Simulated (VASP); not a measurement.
# Co2CuSe4 (Fd-3m) in VASP: single point with r2SCAN

Aim: the single point of Co2CuSe4 with r2SCAN.

All numbers are computed with VASP 6.6.1; they aren't measurements. Logs are shortened: lines on timing, memory, paths and dates and some standing lists are left out, and cuts for length are marked.

### 1 The cell of the first run

It takes space group Fd-3m (No. 227, cubic). The conventional cell has a = 10.100 Å, b = 10.100 Å, c = 10.100 Å, α = 90.00°, β = 90.00°, γ = 90.00°. Within 3.1 Å of Cu (site symmetry -43m) lie 4 Se at 2.31 Å. Within 3.2 Å of Co (site symmetry -3m) lie 6 Se at 2.46 Å. Within 3.1 Å of Se (site symmetry 3m) lie 1 Cu at 2.31 Å and 3 Co at 2.46 Å.

### 2 Single point, r2SCAN

Input file POSCAR:

```
Co2CuSe4
1.0
    0.0000000000      5.0501790000      5.0501790000
    5.0501790000      0.0000000000      5.0501790000
    5.0501790000      5.0501790000      0.0000000000
Cu Co Se
2 4 8
Direct
    0.1250000000      0.1250000000      0.1250000000
    0.8750000000      0.8750000000      0.8750000000
    0.5000000000      0.5000000000      0.5000000000
    0.0000000000      0.5000000000      0.5000000000
    0.5000000000      0.5000000000      0.0000000000
    0.5000000000      0.0000000000      0.5000000000
    0.2570000000      0.2570000000      0.2570000000
    0.2710000000      0.7430000000      0.7430000000
    0.2570000000      0.2570000000      0.7290000000
    0.7430000000      0.2710000000      0.7430000000
    0.7290000000      0.2570000000      0.2570000000
    0.7430000000      0.7430000000      0.7430000000
    0.2570000000      0.7290000000      0.2570000000
    0.7430000000      0.7430000000      0.2710000000
```

Input file INCAR.step1:

```
  ALGO = Normal
  EDIFF = 1E-4
  ENCUT = 520
  GGA = PE
  ISMEAR = -1
  LASPH = T
  LCHARG = F
  LREAL = F
  LWAVE = T
  NBANDS = 66
  NELM = 60
  PREC = Accurate
  SIGMA = 0.1
```

Input file INCAR.step2:

```
  ALGO = Normal
  EDIFF = 1E-7
  ENCUT = 520
  ISIF = 2
  ISMEAR = -1
  ISTART = 1
  LASPH = T
  LCHARG = T
  LELF = T
  LMIXTAU = T
  LREAL = F
  LVHAR = T
  LWAVE = F
  METAGGA = R2SCAN
  NBANDS = 66
  NELM = 60
  PREC = Accurate
  SIGMA = 0.1
```

Input file KPOINTS:

```
k-points
0
Gamma
  6 6 6
```

Potentials or basis: VASP PAW PBE potentials, release 64 (Cu, Co, Se).

Launch:

```
$ cat potpaw_PBE.64/Cu/POTCAR potpaw_PBE.64/Co/POTCAR potpaw_PBE.64/Se/POTCAR > POTCAR
$ cp INCAR.step1 INCAR
$ mpirun -np 1 vasp_std > vasp.out
$ cp INCAR.step2 INCAR
$ mpirun -np 1 vasp_std > vasp.out
```

OUTCAR:

```text
EDIFF = 1E-7
   ENCUT = 520
   ISIF = 2
   ISMEAR = -1
   ISTART = 1
   LASPH = T
   LREAL = F
   METAGGA = R2SCAN
   NELM = 60
   PREC = Accurate

 ion  position               nearest neighbor table
   1  0.125  0.125  0.125-   7 2.31   9 2.31  11 2.31  13 2.31
   2  0.875  0.875  0.875-  12 2.31  10 2.31   8 2.31  14 2.31
   3  0.500  0.500  0.500-   8 2.46   9 2.46  10 2.46  11 2.46  13 2.46  14 2.46
   4  0.000  0.500  0.500-   9 2.46  10 2.46  13 2.46  14 2.46   7 2.46  12 2.46
   5  0.500  0.500  0.000-   8 2.46  10 2.46  11 2.46  13 2.46  12 2.46   7 2.46
   6  0.500  0.000  0.500-   8 2.46   9 2.46  11 2.46  14 2.46  12 2.46   7 2.46
   7  0.257  0.257  0.257-   1 2.31   5 2.46   4 2.46   6 2.46
   8  0.271  0.743  0.743-   2 2.31   5 2.46   6 2.46   3 2.46
   9  0.257  0.257  0.729-   1 2.31   4 2.46   6 2.46   3 2.46
  10  0.743  0.271  0.743-   2 2.31   4 2.46   5 2.46   3 2.46
  11  0.729  0.257  0.257-   1 2.31   5 2.46   6 2.46   3 2.46
  12  0.743  0.743  0.743-   2 2.31   5 2.46   4 2.46   6 2.46
  13  0.257  0.729  0.257-   1 2.31   4 2.46   5 2.46   3 2.46
  14  0.743  0.743  0.271-   2 2.31   4 2.46   6 2.46   3 2.46

  LATTYP: Found a face centered cubic cell.
 ALAT       =    10.1003580000

  Lattice vectors:

 A1 = (   0.0000000000,   5.0501790000,   5.0501790000)
 A2 = (   5.0501790000,   0.0000000000,   5.0501790000)
 A3 = (   5.0501790000,   5.0501790000,   0.0000000000)

Analysis of symmetry for initial positions (statically):
=====================================================================
 Subroutine PRICEL returns:
 Original cell was already a primitive cell.

 Routine SETGRP: Setting up the symmetry group for a
 face centered cubic supercell.

 Subroutine GETGRP returns: Found 48 space group operations
 (whereof 12 operations were pure point group operations)
 out of a pool of 48 trial point group operations.

The static configuration has the point symmetry D_3d.
 The point group associated with its full space group is O_h .

Analysis of symmetry for dynamics (positions and initial velocities):
=====================================================================
 Subroutine PRICEL returns:
 Original cell was already a primitive cell.

 Routine SETGRP: Setting up the symmetry group for a
 face centered cubic supercell.

 Subroutine GETGRP returns: Found 48 space group operations
 (whereof 12 operations were pure point group operations)
 out of a pool of 48 trial point group operations.

The dynamic configuration has the point symmetry D_3d.
 The point group associated with its full space group is O_h .

 Subroutine INISYM returns: Found 48 space group operations
 (whereof 12 operations are pure point group operations),
 and found     1 'primitive' translations

----------------------------------------------------------------------------------------

                                     Primitive cell

  volume of cell :     257.6026

  direct lattice vectors                    reciprocal lattice vectors
     0.000000000  5.050179000  5.050179000    -0.099006392  0.099006392  0.099006392
     5.050179000  0.000000000  5.050179000     0.099006392 -0.099006392  0.099006392
     5.050179000  5.050179000  0.000000000     0.099006392  0.099006392 -0.099006392

  length of vectors
     7.142031634  7.142031634  7.142031634     0.171484101  0.171484101  0.171484101

  position of ions in fractional coordinates (direct lattice)
     0.125000000  0.125000000  0.125000000
     0.875000000  0.875000000  0.875000000
     0.500000000  0.500000000  0.500000000
     0.000000000  0.500000000  0.500000000
     0.500000000  0.500000000  0.000000000
     0.500000000  0.000000000  0.500000000
     0.257000000  0.257000000  0.257000000
     0.271000000  0.743000000  0.743000000
     0.257000000  0.257000000  0.729000000
     0.743000000  0.271000000  0.743000000
     0.729000000  0.257000000  0.257000000
     0.743000000  0.743000000  0.743000000
     0.257000000  0.729000000  0.257000000
     0.743000000  0.743000000  0.271000000

  ion indices of the primitive-cell ions
   primitive index   ion index
                 1           1
                 2           2
                 3           3
                 4           4
                 5           5
                 6           6
                 7           7
                 8           8
                 9           9
                10          10
                11          11
                12          12
                13          13
                14          14

----------------------------------------------------------------------------------------

 KPOINTS: k-points

Automatic generation of k-mesh.
 Grid dimensions read from file:
 generate k-points for:    6    6    6

 Generating k-lattice:

  Cartesian coordinates                     Fractional coordinates (reciprocal lattice)
    -0.016501065  0.016501065  0.016501065     0.166666667  0.000000000  0.000000000
     0.016501065 -0.016501065  0.016501065     0.000000000  0.166666667  0.000000000
     0.016501065  0.016501065 -0.016501065     0.000000000  0.000000000  0.166666667

  Length of vectors
     0.028580683  0.028580683  0.028580683

  Shift w.r.t. Gamma in fractional coordinates (k-lattice)
     0.000000000  0.000000000  0.000000000

 Subroutine IBZKPT returns following result:
 ===========================================

 Found     16 irreducible k-points:

 Following reciprocal coordinates:
            Coordinates               Weight
  0.000000  0.000000  0.000000      1.000000
  0.166667  0.000000  0.000000      8.000000
  0.333333  0.000000  0.000000      8.000000
  0.500000  0.000000  0.000000      4.000000
  0.166667  0.166667  0.000000      6.000000
  0.333333  0.166667  0.000000     24.000000
[... 8 lines left out ...]
 -0.333333  0.333333  0.166667     24.000000
 -0.333333  0.500000  0.166667     12.000000
   k-points           NKPTS =     16   k-points in BZ     NKDIM =     16   number of bands    NBANDS=     66
   number of dos      NEDOS =    301   number of ions     NIONS =     14
   total plane-waves  NPLWV = 157464
   dimension x,y,z NGX =    54 NGY =   54 NGZ =   54
   dimension x,y,z NGXF=   108 NGYF=  108 NGZF=  108
   ions per type =               2   4   8
   NGX,Y,Z   is equivalent  to a cutoff of  12.57, 12.57, 12.57 a.u.
   NGXF,Y,Z  is equivalent  to a cutoff of  25.14, 25.14, 25.14 a.u.
 SYSTEM =  unknown system
   PREC   = accura    normal or accurate (medium, high low for compatibility)
   ISTART =      1    job   : 0-new  1-cont  2-samecut
   ICHARG =      0    charge: 1-file 2-atom 10-const
   ISPIN  =      1    spin polarized calculation?
   LNONCOLLINEAR =      F non collinear calculations
   LSORBIT =      F    spin-orbit coupling
   LASPH  =      T    aspherical Exc in radial PAW
   ENCUT  =  520.0 eV  38.22 Ry    6.18 a.u.  13.28 13.28 13.28*2*pi/ulx,y,z
   NELM   =     60;   NELMIN=  2; NELMDL=  0     # of ELM steps
   EDIFF  = 0.1E-06   stopping-criterion for ELM
   LREAL  =      F    real-space projection
   EDIFFG = 0.1E-05   stopping-criterion for IOM
   NSW    =      0    number of steps for IOM
   IBRION =     -1    ionic relax: 0-MD 1-quasi-New 2-CG
   NFREE  =      0    steps in history (QN), initial steepest desc. (CG)
   ISIF   =      2    stress and relaxation
   ISYM   =      2    0-nonsym 1-usesym 2-fastsym
   POTIM  = 0.5000    time-step for ionic-motion
   TEBEG  =    0.0;   TEEND  =   0.0 temperature during run
   PSTRESS=    0.0 pullay stress
   NELECT =     106.0000    total number of electrons
   NUPDOWN=      -1.0000    fix difference up-down
   EMIN   =  10.00;   EMAX   =-10.00  energy-range for DOS
   EFERMI =   0.00;   METHOD = LEGACY
   ISMEAR =    -1;   SIGMA  =   0.10  broadening in eV -4-tet -1-fermi 0-gaus
   EFERMI_NEDOS =   21; number of points for ismear=-14 and -15
   IALGO  =     38    algorithm
   IMIX   =      4    mixing-type and parameters
     AMIX     =   0.40;   BMIX     =  1.00
     AMIX_MAG =   1.60;   BMIX_MAG =  1.00
  volume/ion in A,a.u.               =      18.40       124.17
  Fermi-wavevector in a.u.,A,eV,Ry     =   1.217662  2.301047 20.173362  1.482700
  Thomas-Fermi vector in A             =   2.352975
   LORBIT       =      0    0 simple, 1 ext, 2 COOP (PROOUT), +10 PAW based schemes
   METAGGA = R2SCAN    functional components
   LHFCALC =     F    Hartree Fock is set to
   AEXX    =    0.0000 exact exchange contribution
   IVDW    =     0    specifies the selected vdW correction
   LEPSILON=     F    determine dielectric tensor
   LRPA    =     F    only Hartree local field effects (RPA)
 non-spin polarized calculation
  energy-cutoff  :      520.00
  volume of cell :      257.60
 maximum number of plane-waves:      6967
 NGX is ok and might be reduce to    54
   NGX = 27   NGY = 27   NGZ = 27

 number of electron     106.0000032 magnetization

 Free energy of the ion-electron system (eV)
  ---------------------------------------------------
  ext. energy  EPLUGINS =         0.00000000
  ---------------------------------------------------
  free energy    TOTEN  =      -193.58073385 eV

  energy without entropy =     -193.37864747  energy(sigma->0) =     -193.47969066

 E-fermi :   4.9077     XC(G=0): -11.0842

 val. band max:        4.8529322142   @ k =   0.1667   0.1667   0.0000
 cond. band min:       4.9802915519   @ k =   0.1667   0.0000   0.0000
 fundamental gap:      0.1273593377
 Fermi energy:         4.9077075940

 k-point     1 :       0.0000    0.0000    0.0000
  band No.  band energies     occupation
      1     -10.2669      2.00000
      2      -8.7588      2.00000
      3      -8.5223      2.00000
      4      -8.5223      2.00000
      5      -8.5223      2.00000
      6      -8.2258      2.00000
[... 57 lines left out ...]
     64       8.7831      0.00000
     65       8.7831      0.00000

 k-point     2 :       0.1667    0.0000    0.0000
  band No.  band energies     occupation
      1     -10.1876      2.00000
      2      -8.8181      2.00000
      3      -8.5993      2.00000
      4      -8.5084      2.00000
      5      -8.5083      2.00000
      6      -8.2485      2.00000
[... 57 lines left out ...]
     64       9.1097      0.00000
     65       9.1097      0.00000

 k-point     3 :       0.3333    0.0000    0.0000
  band No.  band energies     occupation
      1      -9.9655      2.00000
      2      -9.1213      2.00000
      3      -8.5965      2.00000
      4      -8.4695      2.00000
      5      -8.4695      2.00000
      6      -8.3219      2.00000
[... 873 lines left out ...]
     64      10.9252      0.00000
     65      11.5013      0.00000

 k-point    16 :      -0.3333    0.5000    0.1667
  band No.  band energies     occupation
      1      -9.3897      2.00000
      2      -9.3897      2.00000
      3      -8.9027      2.00000
      4      -8.9027      2.00000
      5      -8.3914      2.00000
      6      -8.3914      2.00000
[... 57 lines left out ...]
     64      11.3936      0.00000
     65      11.6811      0.00000
 [bands above 65 left out]

------------------------ aborting loop because EDIFF is reached ----------------------------------------

  FORCE on cell =-STRESS in cart. coord.  units (eV):
  Direction    XX          YY          ZZ          XY          YZ          ZX
  --------------------------------------------------------------------------------------
  -------------------------------------------------------------------------------------
  Total       -8.3949742     -8.3949742     -8.3949742      0.0000000      0.0000000      0.0000000
  in kB      -52.2131190    -52.2131190    -52.2131190      0.0000000      0.0000000      0.0000000
  external PRESSURE =     -52.2131190 kB  Pullay stress =       0.0000000 kB

 VOLUME and BASIS-vectors are now :
 -----------------------------------------------------------------------------
  energy-cutoff  :      520.00
  volume of cell :      257.60
      direct lattice vectors                 reciprocal lattice vectors
     0.000000000  5.050179000  5.050179000    -0.099006392  0.099006392  0.099006392
     5.050179000  0.000000000  5.050179000     0.099006392 -0.099006392  0.099006392
     5.050179000  5.050179000  0.000000000     0.099006392  0.099006392 -0.099006392

 POSITION                                       TOTAL-FORCE (eV/Angst)
 -----------------------------------------------------------------------------------
      1.26254      1.26254      1.26254         0.000000     -0.000000     -0.000000
      8.83781      8.83781      8.83781         0.000000      0.000000     -0.000000
      5.05018      5.05018      5.05018         0.000000     -0.000000     -0.000000
      5.05018      2.52509      2.52509         0.000000     -0.000000     -0.000000
      2.52509      2.52509      5.05018         0.000000      0.000000     -0.000000
      2.52509      5.05018      2.52509         0.000000     -0.000000     -0.000000
      2.59579      2.59579      2.59579         0.898666      0.898666      0.898666
      7.50457      5.12088      5.12088        -0.898666      0.898666      0.898666
      4.97948      4.97948      2.59579        -0.898666     -0.898666      0.898666
      5.12088      7.50457      5.12088         0.898666     -0.898666      0.898666
      2.59579      4.97948      4.97948         0.898666     -0.898666     -0.898666
      7.50457      7.50457      7.50457        -0.898666     -0.898666     -0.898666
      4.97948      2.59579      4.97948        -0.898666      0.898666     -0.898666
      5.12088      5.12088      7.50457         0.898666      0.898666     -0.898666
 -----------------------------------------------------------------------------------
    total drift:                                0.000000      0.000000      0.000000

  FREE ENERGIE OF THE ION-ELECTRON SYSTEM (eV)
  ---------------------------------------------------
  free  energy   TOTEN  =      -193.5807338483 eV

  energy  without entropy=     -193.3786474720  energy(sigma->0) =     -193.47969066
```

It took 22 min on 1 thread of Intel Xeon Platinum 8559C (Emerald Rapids), shared host; peak memory 0.54 GiB.

What came out:

| Property | Result |
| --- | --- |
| Free energy | -193.5807 eV |
| Pressure | -5.2 GPa |
| Largest force | 1.557 eV/Å |
| Band gap on the k mesh | zero (bands 53 and 54 overlap by 0.75 eV) |

Forces in eV/Å, atoms in the order of the input:
```
Cu   0.000  0.000  0.000
Cu   0.000  0.000  0.000
Co   0.000  0.000  0.000
Co   0.000  0.000  0.000
Co   0.000  0.000  0.000
Co   0.000  0.000  0.000
Se   0.899  0.899  0.899
Se  -0.899  0.899  0.899
Se  -0.899 -0.899  0.899
Se   0.899 -0.899  0.899
Se   0.899 -0.899 -0.899
Se  -0.899 -0.899 -0.899
Se  -0.899  0.899 -0.899
Se   0.899  0.899 -0.899
```

Caveat: the cell stands under tension; the PAW data sets were made with another functional, which shifts forces and pressure a little; the run has no spin polarisation, though such a crystal can be magnetic. With open d or f shells a metallic result of r2SCAN can be an artefact of self-interaction; +U or a hybrid may open a gap.

The gap in the log of VASP goes by the Fermi energy; the results here count the filled bands.